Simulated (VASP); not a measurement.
# TiSe2 (P-3m1) in VASP: a series of runs

Runs on TiSe2. Level: PBEsol. Tasks: single point, relaxation of cell and atoms.

The COD entry that gives the cell may itself be a prediction, so a difference from it is no test against experiment.

Program: VASP 6.6.1. These are calculated values, not measurements. Logs are shortened: lines on timing, memory, paths and dates and some standing lists are left out, and cuts for length are marked.

**1. The cell of the first run**

Symmetry: P-3m1, No. 164, trigonal system. The conventional cell has a = 3.473 Å, b = 3.473 Å, c = 5.955 Å, α = 90.00°, β = 90.00°, γ = 120.00°. Within 3.3 Å of Ti (site symmetry -3m) lie 6 Se at 2.53 Å. Se (site symmetry 3m) has 3 Ti at 2.53 Å within 3.3 Å.

**2. Single point, PBEsol**

The input, INCAR:

```
SYSTEM = TiSe2
PREC = Accurate
ENCUT = 500
EDIFF = 1E-6
ISMEAR = 0
SIGMA = 0.1
LREAL = .FALSE.
LASPH = .TRUE.
NELM = 120
ALGO = Normal
ISIF = 2
LWAVE = .FALSE.
LCHARG = .FALSE.
GGA = PS
NBANDS = 19
GGA_COMPAT = .FALSE.
```

The input, KPOINTS:

```
regular mesh
0
G
  15 15 8
  0 0 0
```

The input, POSCAR:

```
TiSe2
1.0
    3.4725385433      0.0000000000      0.0000000000
   -1.7362692717      3.0073065941      0.0000000000
    0.0000000000      0.0000000000      5.9550409946
Ti Se
1 2
Direct
    0.0000000000      0.0000000000      0.0000000000
    0.3333333333      0.6666666667      0.2599116904
    0.6666666667      0.3333333333      0.7400883096
```

Potentials or basis: VASP PAW PBE potentials, release 64 (Ti_sv, Se).

Run with:

```console
$ cat potpaw_PBE.64/Ti_sv/POTCAR potpaw_PBE.64/Se/POTCAR > POTCAR
$ mpirun -np 1 vasp_std > vasp.out
```

OUTCAR:

```text
SYSTEM = TiSe2
   PREC = Accurate
   ENCUT = 500
   EDIFF = 1E-6
   ISMEAR = 0
   LREAL = .FALSE.
   LASPH = .TRUE.
   NELM = 120
   ISIF = 2
   GGA = PS

 ion  position               nearest neighbor table
   1  0.000  0.000  0.000-   2 2.53   3 2.53   3 2.53   2 2.53   3 2.53   2 2.53
   2  0.333  0.667  0.260-   1 2.53   1 2.53   1 2.53
   3  0.667  0.333  0.740-   1 2.53   1 2.53   1 2.53

  LATTYP: Found a hexagonal cell.
 ALAT       =     3.4725385433
 C/A-ratio  =     1.7148955787

  Lattice vectors:

 A1 = (   3.4725385433,   0.0000000000,   0.0000000000)
 A2 = (  -1.7362692717,   3.0073065941,   0.0000000000)
 A3 = (   0.0000000000,   0.0000000000,   5.9550409946)

Analysis of symmetry for initial positions (statically):
=====================================================================
 Subroutine PRICEL returns:
 Original cell was already a primitive cell.

 Routine SETGRP: Setting up the symmetry group for a
 hexagonal supercell.

 Subroutine GETGRP returns: Found 12 space group operations
 (whereof 12 operations were pure point group operations)
 out of a pool of 24 trial point group operations.

The static configuration has the point symmetry D_3d.

Analysis of symmetry for dynamics (positions and initial velocities):
=====================================================================
 Subroutine PRICEL returns:
 Original cell was already a primitive cell.

 Routine SETGRP: Setting up the symmetry group for a
 hexagonal supercell.

 Subroutine GETGRP returns: Found 12 space group operations
 (whereof 12 operations were pure point group operations)
 out of a pool of 24 trial point group operations.

The dynamic configuration has the point symmetry D_3d.

 Subroutine INISYM returns: Found 12 space group operations
 (whereof 12 operations are pure point group operations),
 and found     1 'primitive' translations

----------------------------------------------------------------------------------------

                                     Primitive cell

  volume of cell :      62.1884

  direct lattice vectors                    reciprocal lattice vectors
     3.472538543  0.000000000  0.000000000     0.287973765  0.166261731  0.000000000
    -1.736269272  3.007306594  0.000000000     0.000000000  0.332523462  0.000000000
     0.000000000  0.000000000  5.955040995     0.000000000  0.000000000  0.167924957

  length of vectors
     3.472538543  3.472538543  5.955040995     0.332523462  0.332523462  0.167924957

  position of ions in fractional coordinates (direct lattice)
     0.000000000  0.000000000  0.000000000
     0.333333333  0.666666667  0.259911690
     0.666666667  0.333333333  0.740088310

  ion indices of the primitive-cell ions
   primitive index   ion index
                 1           1
                 2           2
                 3           3

----------------------------------------------------------------------------------------

 KPOINTS: regular mesh

Automatic generation of k-mesh.
 Grid dimensions read from file:
 generate k-points for:   15   15    8

 Generating k-lattice:

  Cartesian coordinates                     Fractional coordinates (reciprocal lattice)
     0.019198251  0.011084115  0.000000000     0.066666667  0.000000000  0.000000000
     0.000000000  0.022168231  0.000000000     0.000000000  0.066666667  0.000000000
     0.000000000  0.000000000  0.020990620     0.000000000  0.000000000  0.125000000

  Length of vectors
     0.022168231  0.022168231  0.020990620

  Shift w.r.t. Gamma in fractional coordinates (k-lattice)
     0.000000000  0.000000000  0.000000000

 Subroutine IBZKPT returns following result:
 ===========================================

 Found    192 irreducible k-points:

 Following reciprocal coordinates:
            Coordinates               Weight
  0.000000  0.000000  0.000000      1.000000
  0.066667  0.000000  0.000000      6.000000
  0.133333  0.000000  0.000000      6.000000
  0.200000 -0.000000  0.000000      6.000000
  0.266667  0.000000  0.000000      6.000000
  0.333333  0.000000  0.000000      6.000000
[... 16 lines left out ...]
  0.333333  0.200000  0.000000     12.000000
  0.400000  0.200000  0.000000      6.000000
 [... further k-points ...]
   k-points           NKPTS =    192   k-points in BZ     NKDIM =    192   number of bands    NBANDS=     19
   number of dos      NEDOS =    301   number of ions     NIONS =      3
   total plane-waves  NPLWV =  37632
   dimension x,y,z NGX =    28 NGY =   28 NGZ =   48
   dimension x,y,z NGXF=    56 NGYF=   56 NGZF=   96
   ions per type =               1   2
   NGX,Y,Z   is equivalent  to a cutoff of  13.40, 13.40, 13.40 a.u.
   NGXF,Y,Z  is equivalent  to a cutoff of  26.81, 26.81, 26.80 a.u.
 SYSTEM =  TiSe2
   PREC   = accura    normal or accurate (medium, high low for compatibility)
   ISTART =      0    job   : 0-new  1-cont  2-samecut
   ICHARG =      2    charge: 1-file 2-atom 10-const
   ISPIN  =      1    spin polarized calculation?
   LNONCOLLINEAR =      F non collinear calculations
   LSORBIT =      F    spin-orbit coupling
   LASPH  =      T    aspherical Exc in radial PAW
   ENCUT  =  500.0 eV  36.75 Ry    6.06 a.u.   6.33  6.33 10.86*2*pi/ulx,y,z
   NELM   =    120;   NELMIN=  2; NELMDL= -5     # of ELM steps
   EDIFF  = 0.1E-05   stopping-criterion for ELM
   LREAL  =      F    real-space projection
   EDIFFG = 0.1E-04   stopping-criterion for IOM
   NSW    =      0    number of steps for IOM
   IBRION =     -1    ionic relax: 0-MD 1-quasi-New 2-CG
   NFREE  =      0    steps in history (QN), initial steepest desc. (CG)
   ISIF   =      2    stress and relaxation
   ISYM   =      2    0-nonsym 1-usesym 2-fastsym
   POTIM  = 0.5000    time-step for ionic-motion
   TEBEG  =    0.0;   TEEND  =   0.0 temperature during run
   PSTRESS=    0.0 pullay stress
   NELECT =      24.0000    total number of electrons
   NUPDOWN=      -1.0000    fix difference up-down
   EMIN   =  10.00;   EMAX   =-10.00  energy-range for DOS
   EFERMI =   0.00;   METHOD = LEGACY
   ISMEAR =     0;   SIGMA  =   0.10  broadening in eV -4-tet -1-fermi 0-gaus
   EFERMI_NEDOS =   21; number of points for ismear=-14 and -15
   IALGO  =     38    algorithm
   IMIX   =      4    mixing-type and parameters
     AMIX     =   0.40;   BMIX     =  1.00
     AMIX_MAG =   1.60;   BMIX_MAG =  1.00
  volume/ion in A,a.u.               =      20.73       139.89
  Fermi-wavevector in a.u.,A,eV,Ry     =   1.191906  2.252376 19.328985  1.420640
  Thomas-Fermi vector in A             =   2.327957
   LORBIT       =      0    0 simple, 1 ext, 2 COOP (PROOUT), +10 PAW based schemes
   GGA     = PS    functional components
   LHFCALC =     F    Hartree Fock is set to
   AEXX    =    0.0000 exact exchange contribution
   IVDW    =     0    specifies the selected vdW correction
   LEPSILON=     F    determine dielectric tensor
   LRPA    =     F    only Hartree local field effects (RPA)
 non-spin polarized calculation
 Gauss-broadening in eV      SIGMA  =   0.10
  energy-cutoff  :      500.00
  volume of cell :       62.19
 maximum number of plane-waves:      1601
 NGX is ok and might be reduce to    28
   NGX = 13   NGY = 13   NGZ = 21

 number of electron      23.9999999 magnetization

 Free energy of the ion-electron system (eV)
  ---------------------------------------------------
  ext. energy  EPLUGINS =         0.00000000
  ---------------------------------------------------
  free energy    TOTEN  =       -19.46308874 eV

  energy without entropy =      -19.45843041  energy(sigma->0) =      -19.46075957

 E-fermi :   5.1165     XC(G=0): -10.3964

 val. band max:        5.0961568484   @ k =   0.0667   0.0000   0.3750
 cond. band min:       5.1168939358   @ k =   0.4667   0.0667   0.5000
 fundamental gap:      0.0207370874
 Fermi energy:         5.1165000062

 k-point     1 :       0.0000    0.0000    0.0000
  band No.  band energies     occupation
      1     -52.1192      2.00000
      2     -28.4611      2.00000
      3     -28.4408      2.00000
      4     -28.4408      2.00000
      5      -9.0471      2.00000
      6      -7.5168      2.00000
[... 11 lines left out ...]
     18      10.8543      0.00000
     19      11.1350      0.00000

 k-point     2 :       0.0667    0.0000    0.0000
  band No.  band energies     occupation
      1     -52.1187      2.00000
      2     -28.4601      2.00000
      3     -28.4456      2.00000
      4     -28.4419      2.00000
      5      -8.9948      2.00000
      6      -7.4975      2.00000
[... 11 lines left out ...]
     18      11.2628      0.00000
     19      11.4466      0.00000

 k-point     3 :       0.1333    0.0000    0.0000
  band No.  band energies     occupation
      1     -52.1175      2.00000
      2     -28.4594      2.00000
      3     -28.4569      2.00000
      4     -28.4450      2.00000
      5      -8.8417      2.00000
      6      -7.4424      2.00000
[... 11 lines left out ...]
     18      11.9816      0.00000
     19      12.2010      0.00000

 k-point     4 :       0.2000   -0.0000    0.0000
  band No.  band energies     occupation
      1     -52.1157      2.00000
      2     -28.4793      2.00000
      3     -28.4526      2.00000
      4     -28.4495      2.00000
      5      -8.5998      2.00000
      6      -7.3608      2.00000
[... 407 lines left out ...]
     18      11.6429      0.00000
     19      13.5993      0.00000

 k-point    23 :       0.3333    0.2000    0.0000
  band No.  band energies     occupation
      1     -52.1088      2.00000
      2     -28.5354      2.00000
      3     -28.4874      2.00000
      4     -28.4355      2.00000
      5      -7.3348      2.00000
      6      -7.0948      2.00000
[... 11 lines left out ...]
     18      11.2731      0.00000
     19      13.4554      0.00000

 k-point    24 :       0.4000    0.2000    0.0000
  band No.  band energies     occupation
      1     -52.1084      2.00000
      2     -28.5375      2.00000
      3     -28.4899      2.00000
      4     -28.4346      2.00000
      5      -7.1994      2.00000
      6      -7.1353      2.00000
[... 11 lines left out ...]
     18      11.1597      0.00000
     19      13.3926      0.00000

 [... further k-points ...]

------------------------ aborting loop because EDIFF is reached ----------------------------------------

  FORCE on cell =-STRESS in cart. coord.  units (eV):
  Direction    XX          YY          ZZ          XY          YZ          ZX
  --------------------------------------------------------------------------------------
  -------------------------------------------------------------------------------------
  Total        0.0508951      0.0508951      0.0689077     -0.0000000      0.0000000     -0.0000000
  in kB        1.3112239      1.3112239      1.7752867     -0.0000000      0.0000000     -0.0000000
  external PRESSURE =       1.4659115 kB  Pullay stress =       0.0000000 kB

 VOLUME and BASIS-vectors are now :
 -----------------------------------------------------------------------------
  energy-cutoff  :      500.00
  volume of cell :       62.19
      direct lattice vectors                 reciprocal lattice vectors
     3.472538543  0.000000000  0.000000000     0.287973765  0.166261731  0.000000000
    -1.736269272  3.007306594  0.000000000     0.000000000  0.332523462  0.000000000
     0.000000000  0.000000000  5.955040995     0.000000000  0.000000000  0.167924957

 POSITION                                       TOTAL-FORCE (eV/Angst)
 -----------------------------------------------------------------------------------
      0.00000      0.00000      0.00000         0.000000      0.000000      0.000000
     -0.00000      2.00487      1.54778         0.000000      0.000000      0.024467
      1.73627      1.00244      4.40726        -0.000000     -0.000000     -0.024467
 -----------------------------------------------------------------------------------
    total drift:                                0.000000      0.000000      0.000000

  FREE ENERGIE OF THE ION-ELECTRON SYSTEM (eV)
  ---------------------------------------------------
  free  energy   TOTEN  =       -19.4630887366 eV

  energy  without entropy=      -19.4584304100  energy(sigma->0) =      -19.46075957
```

Wall time 2.5 min (1 thread of Intel Xeon 6975P-C (Granite Rapids), shared host); peak memory 0.34 GiB.

Results:

- Free energy: -19.4631 eV
- Pressure: 0.1 GPa
- Largest force: 0.024 eV/Å
- Band gap on the k mesh: zero (band 12 reaches 5.64 eV, above the bottom of band 13 at 4.88 eV)

Forces in eV/Å, atoms in the order of the input:
```
Ti   0.000  0.000  0.000
Se   0.000  0.000  0.024
Se   0.000  0.000 -0.024
```

Caveat: the PAW data sets were made with another functional, which shifts forces and pressure a little; this functional lacks dispersion, which binds the layers, so the pressure and a relaxed spacing across them are unreliable.

**3. Relaxation of cell and atoms, PBEsol**

This run uses another cell than the first one, of 20.54 Å³/atom, 0.991 times its volume.

The input, INCAR:

```
PREC = Accurate
ENCUT = 500
EDIFF = 1E-7
ISMEAR = 0
SIGMA = 0.1
LREAL = False
LASPH = True
NELM = 120
ALGO = Normal
ISIF = 3
LWAVE = False
LCHARG = False
GGA = PS
IBRION = 2
NSW = 70
EDIFFG = -0.005
GGA_COMPAT = False
NELMIN = 4
```

The input, KPOINTS:

```
regular mesh
0
Gamma
  15 15 8
```

The input, POSCAR:

```
TiSe2
1.0
    3.4807141369      0.0000000000      0.0000000000
   -1.7403570685      3.0143868659      0.0000000000
    0.0000000000      0.0000000000      5.8731574598
Ti Se
1 2
Direct
    0.0000000000      0.0000000000      0.0000000000
    0.3333333333      0.6666666667      0.2646669996
    0.6666666667      0.3333333333      0.7353330004
```

Potentials or basis: VASP PAW PBE potentials, release 64 (Ti_sv, Se).

Run with:

```console
$ cat potpaw_PBE.64/Ti_sv/POTCAR potpaw_PBE.64/Se/POTCAR > POTCAR
$ mpirun -np 1 vasp_std > vasp.out
```

Run time: 14 min. Hardware: 1 thread of Intel Xeon 6975P-C (Granite Rapids), shared host; peak memory 0.36 GiB.

The run converged. Its results:

| Quantity | Value |
| --- | --- |
| Free energy | -19.4630 eV |
| Relaxed volume | 20.74 Å³/atom |
| Relaxed cell | a = 3.474 Å, b = 3.474 Å, c = 5.953 Å, α = 90.00°, β = 90.00°, γ = 120.00° |
| Space group after relaxing (to 0.05 Å) | P-3m1 (No. 164) |
| Energy gained by relaxing | 1.0 meV/atom |
| Ionic steps | 12 |
| Pressure after relaxing | 0.0 GPa |
| Band gap on the k mesh | zero (band 12 reaches 5.64 eV, above the bottom of band 13 at 4.88 eV) |

Step by step:
| step | energy change (eV) | largest force (eV/Å) | pressure (GPa) | volume (Å³) |
| --- | --- | --- | --- | --- |
| 1 | 0.0000 | 0.1295 | -0.44 | 61.62 |
| 2 | -0.0006 | 0.0175 | 0.62 | 61.13 |
| 3 | -0.0010 | 0.0390 | 0.21 | 61.31 |
| 4 | -0.0015 | 0.0344 | 0.19 | 61.43 |
| 5 | -0.0027 | 0.0215 | 0.11 | 61.79 |
| 6 | -0.0025 | 0.0006 | 0.01 | 62.50 |
| 7 | -0.0029 | 0.0093 | 0.06 | 62.12 |
| 8 | -0.0029 | 0.0101 | 0.06 | 62.10 |
| 9 | -0.0030 | 0.0114 | -0.08 | 62.26 |
| 10 | -0.0030 | 0.0111 | -0.05 | 62.23 |
| 11 | -0.0030 | 0.0218 | 0.11 | 62.18 |
| 12 | -0.0030 | 0.0003 | 0.00 | 62.21 |

Final structure:
```cif
data_structure
_symmetry_space_group_name_H-M 'P 1'
_symmetry_Int_Tables_number 1
_cell_length_a 3.4738
_cell_length_b 3.4738
_cell_length_c 5.9528
_cell_angle_alpha 90.000
_cell_angle_beta 90.000
_cell_angle_gamma 120.000
_cell_volume 62.21
loop_
_atom_site_label
_atom_site_type_symbol
_atom_site_fract_x
_atom_site_fract_y
_atom_site_fract_z
_atom_site_occupancy
Ti1 Ti 0.00000 0.00000 0.00000 1
Se1 Se 0.33333 0.66667 0.26027 1
Se2 Se 0.66667 0.33333 0.73973 1
```

Levels at points of the mesh, in eV from the Fermi level:
| k point | band 10 | band 11 | band 12 | band 13 | band 14 | band 15 |
| --- | --- | --- | --- | --- | --- | --- |
| (0.00, 0.00, 0.00) | 0.25 | 0.53 | 0.53 | 0.57 | 0.67 | 0.67 |
| (0.00, 0.00, 0.50) | -2.15 | 0.40 | 0.40 | 0.51 | 0.51 | 1.28 |

Caveat: the PAW data sets were made with another functional, which shifts forces and pressure a little; this functional lacks dispersion, which binds the layers, so the pressure and a relaxed spacing across them are unreliable. Zero-point motion and thermal expansion aren't in these numbers.
